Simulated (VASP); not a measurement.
# Te (Pm-3m) in VASP: a series of runs

Te is run at these levels: PBE; tasks: single point, relaxation of cell and atoms.

Everything below comes from runs of VASP 6.6.1. Logs are shortened: lines on timing, memory, paths and dates and some standing lists are left out, and cuts for length are marked.

**1. The cell of the first run**

Symmetry: Pm-3m, No. 221, cubic system. Conventional cell: a = 2.344 Å, b = 2.344 Å, c = 2.344 Å, α = 90.00°, β = 90.00°, γ = 90.00°. Within 3.1 Å of Te (site symmetry m-3m) lie 6 Te at 2.34 Å.

This isn't the form of Te at room conditions, which is trigonal, of chains.

**2. Single point, PBE**

The input, INCAR:

```
PREC = Accurate
ENCUT = 520
EDIFF = 1E-7
ISMEAR = -1
SIGMA = 0.08
LREAL = False
LASPH = True
NELM = 100
ALGO = Normal
ISIF = 2
LWAVE = False
LCHARG = False
GGA = PE
NBANDS = 9
```

The input, KPOINTS:

```
regular mesh
0
Gamma
  16 16 16
```

The input, POSCAR:

```
Te
1.0
    2.3440563965      0.0000000000      0.0000000000
    0.0000000000      2.3440563965      0.0000000000
    0.0000000000      0.0000000000      2.3440563965
Te
1
Direct
    0.0000000000      0.0000000000      0.0000000000
```

Potentials or basis: VASP PAW PBE potentials, release 64 (Te).

Started as:

```bash
> cat potpaw_PBE.64/Te/POTCAR > POTCAR
> mpirun -np 1 vasp_std > vasp.out
```

OUTCAR:

```text
PREC = Accurate
   ENCUT = 520
   EDIFF = 1E-7
   ISMEAR = -1
   LREAL = False
   LASPH = True
   NELM = 100
   ISIF = 2
   GGA = PE

 ion  position               nearest neighbor table
   1  0.000  0.000  0.000-

  LATTYP: Found a simple cubic cell.
 ALAT       =     2.3440563965

  Lattice vectors:

 A1 = (   2.3440563965,   0.0000000000,   0.0000000000)
 A2 = (   0.0000000000,   2.3440563965,   0.0000000000)
 A3 = (   0.0000000000,   0.0000000000,   2.3440563965)

Analysis of symmetry for initial positions (statically):
=====================================================================
 Subroutine PRICEL returns:
 Original cell was already a primitive cell.

 Routine SETGRP: Setting up the symmetry group for a
 simple cubic supercell.

 Subroutine GETGRP returns: Found 48 space group operations
 (whereof 48 operations were pure point group operations)
 out of a pool of 48 trial point group operations.

The static configuration has the point symmetry O_h .

Analysis of symmetry for dynamics (positions and initial velocities):
=====================================================================
 Subroutine PRICEL returns:
 Original cell was already a primitive cell.

 Routine SETGRP: Setting up the symmetry group for a
 simple cubic supercell.

 Subroutine GETGRP returns: Found 48 space group operations
 (whereof 48 operations were pure point group operations)
 out of a pool of 48 trial point group operations.

The dynamic configuration has the point symmetry O_h .

 Subroutine INISYM returns: Found 48 space group operations
 (whereof 48 operations are pure point group operations),
 and found     1 'primitive' translations

----------------------------------------------------------------------------------------

                                     Primitive cell

  volume of cell :      12.8797

  direct lattice vectors                    reciprocal lattice vectors
     2.344056397  0.000000000  0.000000000     0.426610896  0.000000000  0.000000000
     0.000000000  2.344056397  0.000000000     0.000000000  0.426610896  0.000000000
     0.000000000  0.000000000  2.344056397     0.000000000  0.000000000  0.426610896

  length of vectors
     2.344056397  2.344056397  2.344056397     0.426610896  0.426610896  0.426610896

[... 77 lines left out ...]
   NELM   =    100;   NELMIN=  2; NELMDL= -5     # of ELM steps
   EDIFF  = 0.1E-06   stopping-criterion for ELM
   LREAL  =      F    real-space projection
   EDIFFG = 0.1E-05   stopping-criterion for IOM
   NSW    =      0    number of steps for IOM
   IBRION =     -1    ionic relax: 0-MD 1-quasi-New 2-CG
   NFREE  =      0    steps in history (QN), initial steepest desc. (CG)
   ISIF   =      2    stress and relaxation
   ISYM   =      2    0-nonsym 1-usesym 2-fastsym
   POTIM  = 0.5000    time-step for ionic-motion
   TEBEG  =    0.0;   TEEND  =   0.0 temperature during run
   PSTRESS=    0.0 pullay stress
   NELECT =       6.0000    total number of electrons
   NUPDOWN=      -1.0000    fix difference up-down
   EMIN   =  10.00;   EMAX   =-10.00  energy-range for DOS
   EFERMI =   0.00;   METHOD = LEGACY
   ISMEAR =    -1;   SIGMA  =   0.08  broadening in eV -4-tet -1-fermi 0-gaus
   EFERMI_NEDOS =   21; number of points for ismear=-14 and -15
   IALGO  =     38    algorithm
   IMIX   =      4    mixing-type and parameters
     AMIX     =   0.40;   BMIX     =  1.00
     AMIX_MAG =   1.60;   BMIX_MAG =  1.00
  volume/ion in A,a.u.               =      12.88        86.92
  Fermi-wavevector in a.u.,A,eV,Ry     =   1.269084  2.398222 21.913208  1.610575
  Thomas-Fermi vector in A             =   2.402145
   LORBIT       =      0    0 simple, 1 ext, 2 COOP (PROOUT), +10 PAW based schemes
   GGA     = PE    functional components
   LHFCALC =     F    Hartree Fock is set to
   AEXX    =    0.0000 exact exchange contribution
   IVDW    =     0    specifies the selected vdW correction
   LEPSILON=     F    determine dielectric tensor
   LRPA    =     F    only Hartree local field effects (RPA)
 non-spin polarized calculation
  energy-cutoff  :      520.00
  volume of cell :       12.88
 maximum number of plane-waves:       360
 NGX is ok and might be reduce to    18
   NGX =  9   NGY =  9   NGZ =  9

 number of electron       5.9999999 magnetization

 Free energy of the ion-electron system (eV)
  ---------------------------------------------------
  ext. energy  EPLUGINS =         0.00000000
  ---------------------------------------------------
  free energy    TOTEN  =         6.36307002 eV

  energy without entropy =        6.37085632  energy(sigma->0) =        6.36696317

 E-fermi :  24.3493     XC(G=0): -13.8443

 val. band max:       24.3480910500   @ k =   0.3750   0.3125   0.2500
 cond. band min:      24.3679360672   @ k =   0.4375   0.3125   0.3125
 fundamental gap:      0.0198450172
 Fermi energy:        24.3493370514

 k-point     1 :       0.0000    0.0000    0.0000
  band No.  band energies     occupation
      1      -0.6019      2.00000
      2      26.7724      0.00000
      3      26.7724      0.00000
      4      26.7724      0.00000
      5      30.6093      0.00000
      6      30.6093      0.00000
      7      36.6097      0.00000
      8      45.2999      0.00000
      9      45.2999      0.00000
[... 265 lines left out ...]
 k-point    24 :       0.5000    0.1250    0.0000
  band No.  band energies     occupation
      1       6.4896      2.00000
      2       8.9094      2.00000
      3      28.4824      0.00000
      4      30.2071      0.00000
      5      33.1893      0.00000
      6      33.8957      0.00000
      7      36.5971      0.00000
      8      37.6695      0.00000
      9      41.0964      0.00000

 [... further k-points ...]

------------------------ aborting loop because EDIFF is reached ----------------------------------------

  FORCE on cell =-STRESS in cart. coord.  units (eV):
  Direction    XX          YY          ZZ          XY          YZ          ZX
  --------------------------------------------------------------------------------------
  -------------------------------------------------------------------------------------
  Total       27.8678330     27.8678330     27.8678330      0.0000000     -0.0000000     -0.0000000
  in kB     3466.6469328   3466.6469328   3466.6469328      0.0000000     -0.0000000     -0.0000000
  external PRESSURE =    3466.6469328 kB  Pullay stress =       0.0000000 kB

 VOLUME and BASIS-vectors are now :
 -----------------------------------------------------------------------------
  energy-cutoff  :      520.00
  volume of cell :       12.88
      direct lattice vectors                 reciprocal lattice vectors
     2.344056397  0.000000000  0.000000000     0.426610896  0.000000000  0.000000000
     0.000000000  2.344056397  0.000000000     0.000000000  0.426610896  0.000000000
     0.000000000  0.000000000  2.344056397     0.000000000  0.000000000  0.426610896

 POSITION                                       TOTAL-FORCE (eV/Angst)
 -----------------------------------------------------------------------------------
      0.00000      0.00000      0.00000         0.000000      0.000000      0.000000
 -----------------------------------------------------------------------------------
    total drift:                                0.000000     -0.000000     -0.000000

  FREE ENERGIE OF THE ION-ELECTRON SYSTEM (eV)
  ---------------------------------------------------
  free  energy   TOTEN  =         6.3630700175 eV

  energy  without entropy=        6.3708563202  energy(sigma->0) =        6.36696317
```

Run time: 10 s. Hardware: 1 thread of AMD EPYC 9R45 (Zen 5), shared host; peak memory 0.1 GiB.

Results:

* Free energy: 6.3631 eV
* Pressure: 346.7 GPa
* Band gap on the k mesh: zero (bands 3 and 4 overlap by 11.82 eV)

Levels at points of the mesh, in eV from the Fermi level:
```tsv
k point	band 1	band 2	band 3	band 4	band 5	band 6	band 7	band 8
(0.00, 0.00, 0.00)	-24.95	2.42	2.42	2.42	6.26	6.26	12.26	20.95
(0.50, 0.00, 0.00)	-18.29	-15.91	8.16	8.16	8.48	9.85	10.53	13.10
(0.50, 0.50, 0.00)	-11.24	-11.24	-10.56	-3.66	12.58	12.58	16.66	16.88
(0.50, 0.50, 0.50)	-6.53	-6.53	-6.53	-0.05	1.50	1.50	1.50	1.65
```

Caveat: the cell stands under pressure; spin-orbit coupling is left out, which moves the levels of the heavy elements.

**3. Single point, PBE**

The input, INCAR:

```
SYSTEM = Te
  ALGO = Normal
  EDIFF = 1E-7
  ENCUT = 520
  GGA = PE
  ISIF = 2
  ISMEAR = -1
  LASPH = .True.
  LCHARG = .False.
  LREAL = .False.
  LWAVE = .False.
  NBANDS = 9
  NELM = 60
  PREC = Accurate
  SIGMA = 0.08
```

The input, KPOINTS:

```
k-points
0
Gamma
  16 16 16
  0 0 0
```

The input, POSCAR:

```
Te
1.0
    2.3438014426      0.0000000000      0.0000000000
    0.0000000000      2.3438014426      0.0000000000
    0.0000000000      0.0000000000      2.3438014426
Te
1
Direct
    0.0000000000      0.0000000000      0.0000000000
```

Potentials or basis: VASP PAW PBE potentials, release 64 (Te).

Started as:

```bash
> cat potpaw_PBE.64/Te/POTCAR > POTCAR
> mpirun -np 1 vasp_std > vasp.out
```

Wall time 10 s (1 thread of AMD EPYC 9R45 (Zen 5), shared host); peak memory 0.1 GiB.

The run converged. Its results:

```
Free energy            : 6.3722 eV
Pressure               : 347.1 GPa
Band gap on the k mesh : zero (bands 3 and 4 overlap by 11.83 eV)
```

Levels at points of the mesh, in eV from the Fermi level:
| k point | band 1 | band 2 | band 3 | band 4 | band 5 | band 6 | band 7 | band 8 |
| --- | --- | --- | --- | --- | --- | --- | --- | --- |
| (0.00, 0.00, 0.00) | -24.96 | 2.42 | 2.42 | 2.42 | 6.26 | 6.26 | 12.26 | 20.95 |
| (0.50, 0.00, 0.00) | -18.30 | -15.91 | 8.16 | 8.16 | 8.48 | 9.85 | 10.53 | 13.10 |
| (0.50, 0.50, 0.00) | -11.25 | -11.25 | -10.56 | -3.67 | 12.58 | 12.58 | 16.67 | 16.88 |
| (0.50, 0.50, 0.50) | -6.53 | -6.53 | -6.53 | -0.05 | 1.50 | 1.50 | 1.50 | 1.64 |

Caveat: the cell stands under pressure; spin-orbit coupling is left out, which moves the levels of the heavy elements.

**4. Relaxation of cell and atoms, PBE, target pressure 340 GPa, at which the enthalpy is minimised**

This run uses another cell than the first one, of 12.26 Å³/atom.

The input, INCAR:

```
SYSTEM = Te
ALGO     = Normal         ! electronic algorithm
EDIFF    = 1E-6           ! SCF threshold, eV
EDIFFG   = -0.005         ! ionic threshold
ENCUT    = 600            ! plane-wave cutoff, eV
GGA      = PE             ! functional
IBRION   = 2              ! ionic algorithm
ISIF     = 3              ! what is computed and relaxed
ISMEAR   = -1             ! smearing method
LASPH    = .TRUE.         ! aspherical terms in the spheres
LCHARG   = .FALSE.        ! write CHGCAR
LREAL    = .FALSE.        ! projectors in reciprocal space
LWAVE    = .FALSE.        ! write WAVECAR
NELM     = 60             ! most SCF steps
NSW      = 60             ! ionic steps
PREC     = Accurate       ! precision mode
PSTRESS  = 3400.0       
SIGMA    = 0.08           ! smearing width, eV
```

The input, KPOINTS:

```
k-points
0
G
  16 16 16
  0 0 0
```

The input, POSCAR:

```
Te
1.0
    2.3056998300      0.0000000000      0.0000000000
    0.0000000000      2.3056998300      0.0000000000
    0.0000000000      0.0000000000      2.3056998300
Te
1
Direct
    0.0000000000      0.0000000000      0.0000000000
```

Started as:

```bash
> cat potpaw_PBE.64/Te/POTCAR > POTCAR
> mpirun -np 1 vasp_std > vasp.out
```

Run time: 23 s. Hardware: 1 thread of AMD EPYC 9R45 (Zen 5), shared host; peak memory 0.1 GiB.

Results (log left out):

| Quantity | Value |
| --- | --- |
| Free energy | 6.2053 eV |
| Relaxed volume | 12.95 Å³/atom |
| Relaxed cell | a = 2.349 Å, b = 2.349 Å, c = 2.349 Å, α = 90.00°, β = 90.00°, γ = 90.00° |
| Space group after relaxing (to 0.1 Å) | Pm-3m (No. 221) |
| Energy change on relaxing (the run minimises the enthalpy) | -1621.8 meV/atom |
| Ionic steps | 5 |
| Pressure after relaxing | 340.0 GPa |
| Band gap on the k mesh | zero (bands 3 and 4 overlap by 11.74 eV) |

The path:
| step | energy change (eV) | largest force (eV/Å) | pressure (GPa) | volume (Å³) |
| --- | --- | --- | --- | --- |
| 1 | 0.0000 | 0.0000 | 410.04 | 12.26 |
| 2 | -10.3543 | 0.0000 | 29.29 | 24.43 |
| 3 | -2.4595 | 0.0000 | 305.46 | 13.37 |
| 4 | -1.6647 | 0.0000 | 338.21 | 12.97 |
| 5 | -1.6218 | 0.0000 | 340.02 | 12.95 |

Final structure:
```
Te
1.0
     2.34850    0.00000    0.00000
     0.00000    2.34850    0.00000
     0.00000    0.00000    2.34850
Te
1
Direct
  0.00000 0.00000 0.00000
```

Levels at points of the mesh, in eV from the Fermi level:
| k point | band 1 | band 2 | band 3 | band 4 | band 5 | band 6 | band 7 |
| --- | --- | --- | --- | --- | --- | --- | --- |
| (0.00, 0.00, 0.00) | -24.86 | 2.41 | 2.41 | 2.41 | 6.23 | 6.23 | 12.21 |
| (0.50, 0.00, 0.00) | -18.25 | -15.84 | 8.11 | 8.11 | 8.51 | 9.86 | 10.48 |
| (0.50, 0.50, 0.00) | -11.20 | -11.20 | -10.58 | -3.63 | 12.58 | 12.58 | 16.52 |
| (0.50, 0.50, 0.50) | -6.52 | -6.52 | -6.52 | -0.16 | 1.50 | 1.50 | 1.50 |

Caveat: the cell is relaxed towards a set pressure, so the run minimises the enthalpy, not the energy; spin-orbit coupling is left out, which moves the levels of the heavy elements.

**5. Relaxation of cell and atoms, PBE, target pressure 340 GPa, at which the enthalpy is minimised**

The input, INCAR:

```
SYSTEM = Te
PREC = Accurate ; ENCUT = 600
EDIFF = 1E-6 ; ISMEAR = -1
SIGMA = 0.08 ; LREAL = .FALSE.
LASPH = .TRUE. ; NELM = 80
ALGO = Normal ; ISIF = 3
LWAVE = .FALSE. ; LCHARG = .FALSE.
GGA = PE ; IBRION = 2
NSW = 32 ; EDIFFG = -0.005
PSTRESS = 3400.0
```

The input, KPOINTS:

```
regular mesh
0
G
  16 16 16
  0 0 0
```

The input, POSCAR:

```
Te
1.0
    2.3440563965      0.0000000000      0.0000000000
    0.0000000000      2.3440563965      0.0000000000
    0.0000000000      0.0000000000      2.3440563965
Te
1
Direct
    0.0000000000      0.0000000000      0.0000000000
```

Started as:

```bash
> cat potpaw_PBE.64/Te/POTCAR > POTCAR
> mpirun -np 1 vasp_std > vasp.out
```

Wall time 20 s (1 thread of AMD EPYC 9R45 (Zen 5), shared host); peak memory 0.11 GiB.

It converged, with:

| Property | Result |
| --- | --- |
| Free energy | 6.2047 eV |
| Relaxed volume | 12.95 Å³/atom |
| Relaxed cell | a = 2.349 Å, b = 2.349 Å, c = 2.349 Å, α = 90.00°, β = 90.00°, γ = 90.00° |
| Space group after relaxing (to 0.1 Å) | Pm-3m (No. 221) |
| Energy change on relaxing (the run minimises the enthalpy) | -157.8 meV/atom |
| Ionic steps | 4 |
| Pressure after relaxing | 340.0 GPa |
| Band gap on the k mesh | zero (bands 3 and 4 overlap by 11.74 eV) |

Step by step:
```
step  energy change (eV)  largest force (eV/Å)  pressure (GPa)  volume (Å³)
   1              0.0000                0.0000          346.68        12.88
   2             -1.9544                0.0000          268.02        13.91
   3             -0.1661                0.0000          339.65        12.96
   4             -0.1578                0.0000          339.96        12.95
```

Final structure:
```
Te
1.0
     2.34852    0.00000    0.00000
     0.00000    2.34852    0.00000
     0.00000    0.00000    2.34852
Te
1
Cartesian
  0.0000 0.0000 0.0000
```

Levels at points of the mesh, in eV from the Fermi level:
```tsv
k point	band 1	band 2	band 3	band 4	band 5	band 6	band 7
(0.00, 0.00, 0.00)	-24.86	2.41	2.41	2.41	6.23	6.23	12.21
(0.50, 0.00, 0.00)	-18.25	-15.84	8.11	8.11	8.51	9.86	10.48
(0.50, 0.50, 0.00)	-11.20	-11.20	-10.58	-3.64	12.58	12.58	16.52
(0.50, 0.50, 0.50)	-6.52	-6.52	-6.52	-0.16	1.50	1.50	1.50
```

Caveat: the cell is relaxed towards a set pressure, so the run minimises the enthalpy, not the energy; spin-orbit coupling is left out, which moves the levels of the heavy elements.

**6. The runs side by side**

```tsv
task	cell	cutoff (eV)	gap on the mesh (eV)	pressure (GPa)
single point	a = 2.344 Å, 1 atom	520	none	347.1
relaxation of cell and atoms	relaxed to 340 GPa from a = 2.306 Å, 1 atom	600	none	340.0
relaxation of cell and atoms	relaxed to 340 GPa from a = 2.344 Å, 1 atom	600	none	340.0
```

Alike in all rows: level PBE; potentials or basis VASP PAW PBE potentials, release 64 (Te); no spin polarisation; k mesh 16 × 16 × 16; smearing fermi-dirac 0.08 eV.

Caveats: spin-orbit coupling is left out, which moves the levels of the heavy elements; the cell is relaxed towards a set pressure, so the run minimises the enthalpy, not the energy (at least some runs); the cell stands under pressure (at least some runs).

Absolute energies hang on the potentials; compare differences alone.
